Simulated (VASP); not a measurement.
A run of VASP 6.6.1 is set up as follows.

The input INCAR:

```
PREC     = Accurate       # precision mode
ENCUT    = 520            # plane-wave cutoff, eV
EDIFF    = 1E-6           # SCF threshold, eV
ISMEAR   = -1             # smearing method
SIGMA    = 0.1            # smearing width, eV
LREAL    = F              # projectors in reciprocal space
LASPH    = T              # aspherical terms in the spheres
NELM     = 60             # most SCF steps
ALGO     = Normal         # electronic algorithm
ISIF     = 2              # what is computed and relaxed
LWAVE    = F              # write WAVECAR
LCHARG   = F              # write CHGCAR
GGA      = B5             # functional
ALDAX    = 1.0          
AGGAX    = 1.0          
AGGAC    = 1.0          
ALDAC    = 0.0          
NBANDS   = 12             # bands
```

File KPOINTS:

```
regular mesh
0
Gamma
  12 12 6
```

The input POSCAR:

```
Sb
1.0
    3.4216502671      0.0000000000      0.0000000000
   -1.7108251335      2.9632360542      0.0000000000
    0.0000000000      0.0000000000      5.7326458648
Sb
2
Direct
    0.3333333333      0.6666666667      0.2500000000
    0.6666666667      0.3333333333      0.7500000000
```

Potentials or basis: VASP PAW PBE potentials, release 64 (Sb).

The run is started by

```console
$ cat potpaw_PBE.64/Sb/POTCAR > POTCAR
$ mpirun -np 1 vasp_std > vasp.out
```

Problem. Estimate the band gap on the k mesh.

Solution. Zero (band 5 reaches 12.04 eV, above the bottom of band 6 at 5.17 eV).

Problem. What does it give for the pressure?

Solution. 2.1 GPa.

Stress tensor (GPa, compression positive):
```
2.16 0.00 0.00
0.00 2.16 0.00
0.00 0.00 1.94
```

Caveat: the PAW data sets were made with another functional, which shifts forces and pressure a little; spin-orbit coupling is left out, which moves the levels of the heavy elements.
